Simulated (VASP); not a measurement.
# Ru (P6_3/mmc) in VASP: single point with r2SCAN

Aim: the single point of Ru with r2SCAN.

Everything below comes from runs of VASP 6.6.1. Logs are shortened: lines on timing, memory, paths and dates and some standing lists are left out, and cuts for length are marked.

## Step 1: The cell of the first run

Symmetry: P6_3/mmc, No. 194, hexagonal system. Conventional cell: a = 2.779 Å, b = 2.779 Å, c = 4.035 Å, α = 90.00°, β = 90.00°, γ = 120.00°. Within 3.4 Å of Ru (site symmetry -6m2) lie 12 Ru at 2.58 to 2.78 Å.

## Step 2: Single point, r2SCAN

Contents of POSCAR:

```
Ru
1.0
    2.7785104829      0.0000000000      0.0000000000
   -1.3892552415      2.4062606629      0.0000000000
    0.0000000000      0.0000000000      4.0353006054
Ru
2
Direct
    0.3333333333      0.6666666667      0.2500000000
    0.6666666667      0.3333333333      0.7500000000
```

Contents of INCAR.step1:

```
PREC     = Accurate       # precision mode
ENCUT    = 520            # plane-wave cutoff, eV
ISMEAR   = 0              # smearing method
SIGMA    = 0.15           # smearing width, eV
LREAL    = False          # projectors in reciprocal space
LASPH    = True           # aspherical terms in the spheres
NELM     = 60             # most SCF steps
NBANDS   = 21             # bands
GGA      = PE             # functional
ALGO     = Normal         # electronic algorithm
EDIFF    = 1E-4           # SCF threshold, eV
LWAVE    = True           # write WAVECAR
LCHARG   = False          # write CHGCAR
```

Contents of INCAR.step2:

```
PREC     = Accurate       # precision mode
ENCUT    = 520            # plane-wave cutoff, eV
EDIFF    = 1E-6           # SCF threshold, eV
ISMEAR   = 0              # smearing method
SIGMA    = 0.15           # smearing width, eV
LREAL    = False          # projectors in reciprocal space
LASPH    = True           # aspherical terms in the spheres
NELM     = 60             # most SCF steps
ALGO     = Normal         # electronic algorithm
ISIF     = 2              # what is computed and relaxed
LWAVE    = False          # write WAVECAR
LCHARG   = False          # write CHGCAR
METAGGA  = R2SCAN         # meta-GGA
LMIXTAU  = True         
NBANDS   = 21             # bands
ISTART   = 1
```

Contents of KPOINTS:

```
Automatic mesh
0
Gamma
  30 30 16
```

Potentials or basis: VASP PAW PBE potentials, release 64 (Ru_pv).

Launch:

```sh
$ cat potpaw_PBE.64/Ru_pv/POTCAR > POTCAR
$ cp INCAR.step1 INCAR
$ mpirun -np 1 vasp_std > vasp.out
$ cp INCAR.step2 INCAR
$ mpirun -np 1 vasp_std > vasp.out
```

OUTCAR:

```text
PREC = Accurate
   ENCUT = 520
   EDIFF = 1E-6
   ISMEAR = 0
   LREAL = False
   LASPH = True
   NELM = 60
   ISIF = 2
   METAGGA = R2SCAN
   ISTART = 1

 ion  position               nearest neighbor table
   1  0.333  0.667  0.250-   2 2.58   2 2.58   2 2.58   2 2.58   2 2.58   2 2.58
   2  0.667  0.333  0.750-   1 2.58   1 2.58   1 2.58   1 2.58   1 2.58   1 2.58

  LATTYP: Found a hexagonal cell.
 ALAT       =     2.7785104829
 C/A-ratio  =     1.4523251326

  Lattice vectors:

 A1 = (   2.7785104829,   0.0000000000,   0.0000000000)
 A2 = (  -1.3892552415,   2.4062606629,   0.0000000000)
 A3 = (   0.0000000000,   0.0000000000,   4.0353006054)

Analysis of symmetry for initial positions (statically):
=====================================================================
 Subroutine PRICEL returns:
 Original cell was already a primitive cell.

 Routine SETGRP: Setting up the symmetry group for a
 hexagonal supercell.

 Subroutine GETGRP returns: Found 24 space group operations
 (whereof 12 operations were pure point group operations)
 out of a pool of 24 trial point group operations.

The static configuration has the point symmetry D_3d.
 The point group associated with its full space group is D_6h.

Analysis of symmetry for dynamics (positions and initial velocities):
=====================================================================
 Subroutine PRICEL returns:
 Original cell was already a primitive cell.

 Routine SETGRP: Setting up the symmetry group for a
 hexagonal supercell.

 Subroutine GETGRP returns: Found 24 space group operations
 (whereof 12 operations were pure point group operations)
 out of a pool of 24 trial point group operations.

The dynamic configuration has the point symmetry D_3d.
 The point group associated with its full space group is D_6h.

 Subroutine INISYM returns: Found 24 space group operations
 (whereof 12 operations are pure point group operations),
 and found     1 'primitive' translations

----------------------------------------------------------------------------------------

                                     Primitive cell

  volume of cell :      26.9793

  direct lattice vectors                    reciprocal lattice vectors
     2.778510483  0.000000000  0.000000000     0.359905066  0.207791287  0.000000000
    -1.389255241  2.406260663  0.000000000     0.000000000  0.415582574  0.000000000
     0.000000000  0.000000000  4.035300605     0.000000000  0.000000000  0.247813013

[... 81 lines left out ...]
   ENCUT  =  520.0 eV  38.22 Ry    6.18 a.u.   5.17  5.17  7.50*2*pi/ulx,y,z
   NELM   =     60;   NELMIN=  2; NELMDL=  0     # of ELM steps
   EDIFF  = 0.1E-05   stopping-criterion for ELM
   LREAL  =      F    real-space projection
   EDIFFG = 0.1E-04   stopping-criterion for IOM
   NSW    =      0    number of steps for IOM
   IBRION =     -1    ionic relax: 0-MD 1-quasi-New 2-CG
   NFREE  =      0    steps in history (QN), initial steepest desc. (CG)
   ISIF   =      2    stress and relaxation
   ISYM   =      2    0-nonsym 1-usesym 2-fastsym
   POTIM  = 0.5000    time-step for ionic-motion
   TEBEG  =    0.0;   TEEND  =   0.0 temperature during run
   PSTRESS=    0.0 pullay stress
   NELECT =      28.0000    total number of electrons
   NUPDOWN=      -1.0000    fix difference up-down
   EMIN   =  10.00;   EMAX   =-10.00  energy-range for DOS
   EFERMI =   0.00;   METHOD = LEGACY
   ISMEAR =     0;   SIGMA  =   0.15  broadening in eV -4-tet -1-fermi 0-gaus
   EFERMI_NEDOS =   21; number of points for ismear=-14 and -15
   IALGO  =     38    algorithm
   IMIX   =      4    mixing-type and parameters
     AMIX     =   0.40;   BMIX     =  1.00
     AMIX_MAG =   1.60;   BMIX_MAG =  1.00
  volume/ion in A,a.u.               =      13.49        91.03
  Fermi-wavevector in a.u.,A,eV,Ry     =   1.657489  3.132200 37.378872  2.747270
  Thomas-Fermi vector in A             =   2.745233
   LORBIT       =      0    0 simple, 1 ext, 2 COOP (PROOUT), +10 PAW based schemes
   METAGGA = R2SCAN    functional components
   LHFCALC =     F    Hartree Fock is set to
   AEXX    =    0.0000 exact exchange contribution
   IVDW    =     0    specifies the selected vdW correction
   LEPSILON=     F    determine dielectric tensor
   LRPA    =     F    only Hartree local field effects (RPA)
 non-spin polarized calculation
 Gauss-broadening in eV      SIGMA  =   0.15
  energy-cutoff  :      520.00
  volume of cell :       26.98
 maximum number of plane-waves:       741
 NGX is ok and might be reduce to    24
   NGX = 11   NGY = 11   NGZ = 15

 number of electron      28.0000006 magnetization

 Free energy of the ion-electron system (eV)
  ---------------------------------------------------
  ext. energy  EPLUGINS =         0.00000000
  ---------------------------------------------------
  free energy    TOTEN  =       -50.68909720 eV

  energy without entropy =      -50.67140165  energy(sigma->0) =      -50.68024942

 E-fermi :  12.8852     XC(G=0): -15.4362

 val. band max:       12.8847358664   @ k =   0.3000   0.0000   0.0625
 cond. band min:      12.8854486325   @ k =   0.3000   0.0667   0.0625
 fundamental gap:      0.0007127661
 Fermi energy:        12.8852377842

 k-point     1 :       0.0000    0.0000    0.0000
  band No.  band energies     occupation
      1     -32.3894      2.00000
      2     -31.3545      2.00000
      3     -31.3545      2.00000
      4     -31.0697      2.00000
      5     -31.0697      2.00000
      6     -30.9158      2.00000
[... 565 lines left out ...]
     20      22.3256      0.00000
     21      24.5015      0.00000

 [... further k-points ...]

------------------------ aborting loop because EDIFF is reached ----------------------------------------

  FORCE on cell =-STRESS in cart. coord.  units (eV):
  Direction    XX          YY          ZZ          XY          YZ          ZX
  --------------------------------------------------------------------------------------
  -------------------------------------------------------------------------------------
  Total       -1.1522216     -1.1522216      5.0521451      0.0000000      0.0000000      0.0000000
  in kB      -68.4251887    -68.4251887    300.0238579      0.0000000      0.0000000      0.0000000
  external PRESSURE =      54.3911602 kB  Pullay stress =       0.0000000 kB

 VOLUME and BASIS-vectors are now :
 -----------------------------------------------------------------------------
  energy-cutoff  :      520.00
  volume of cell :       26.98
      direct lattice vectors                 reciprocal lattice vectors
     2.778510483  0.000000000  0.000000000     0.359905066  0.207791287  0.000000000
    -1.389255241  2.406260663  0.000000000     0.000000000  0.415582574  0.000000000
     0.000000000  0.000000000  4.035300605     0.000000000  0.000000000  0.247813013

 POSITION                                       TOTAL-FORCE (eV/Angst)
 -----------------------------------------------------------------------------------
     -0.00000      1.60417      1.00883        -0.000000      0.000000      0.000000
      1.38926      0.80209      3.02648         0.000000     -0.000000      0.000000
 -----------------------------------------------------------------------------------
    total drift:                               -0.000000      0.000000     -0.000000

  FREE ENERGIE OF THE ION-ELECTRON SYSTEM (eV)
  ---------------------------------------------------
  free  energy   TOTEN  =       -50.6890971960 eV

  energy  without entropy=      -50.6714016507  energy(sigma->0) =      -50.68024942
```

OSZICAR.step1:

```text
N       E                     dE             d eps       ncg     rms          rms(c)
DAV:   1     0.287673525952E+03    0.28767E+03   -0.17585E+04 34483   0.149E+03
DAV:   2    -0.137346473950E+02   -0.30141E+03   -0.29221E+03 35381   0.445E+02
DAV:   3    -0.195322230255E+02   -0.57976E+01   -0.57662E+01 40193   0.692E+01
DAV:   4    -0.195760984791E+02   -0.43875E-01   -0.43813E-01 43284   0.574E+00
DAV:   5    -0.195766437468E+02   -0.54527E-03   -0.54205E-03 39296   0.573E-01    0.183E+01
DAV:   6    -0.183695410386E+02    0.12071E+01   -0.26941E+00 39588   0.161E+01    0.521E+00
DAV:   7    -0.182935681239E+02    0.75973E-01   -0.43692E-01 39501   0.492E+00    0.117E+00
DAV:   8    -0.182860026915E+02    0.75654E-02   -0.18835E-02 37868   0.119E+00    0.345E-01
DAV:   9    -0.182858005137E+02    0.20218E-03   -0.57114E-04 38770   0.246E-01    0.331E-02
DAV:  10    -0.182858083596E+02   -0.78459E-05   -0.46630E-05 22884   0.704E-02
   1 F= -.18285808E+02 E0= -.18276500E+02  d E =-.186167E-01
```

Wall time 26 min (1 thread of Intel Xeon 8259CL, shared host); peak memory 0.45 GiB.

Results:

- Free energy: -50.6891 eV
- Pressure: 5.4 GPa
- Band gap on the k mesh: zero (bands 14 and 15 overlap by 3.11 eV)

Levels at points of the mesh, in eV from the Fermi level:
```tsv
k point	band 10	band 11	band 12	band 13	band 14	band 15	band 16	band 17	band 18	band 19
(0.00, 0.00, 0.00)	-2.87	-2.20	-2.20	-1.94	-1.94	-1.72	1.21	1.21	2.46	8.41
(0.50, 0.00, 0.00)	-3.84	-2.21	-1.69	-1.10	0.91	1.58	2.35	3.98	6.10	8.41
(0.00, 0.00, 0.50)	-3.32	-3.32	-3.32	-2.36	-2.36	0.68	0.68	0.68	0.68	8.41
(0.50, 0.00, 0.50)	-4.49	-1.50	-1.50	0.37	0.37	1.36	1.36	3.41	3.41	8.41
```

Caveat: the stress differs along the axes, from -7 to 30 GPa; the PAW data sets were made with another functional, which shifts forces and pressure a little.
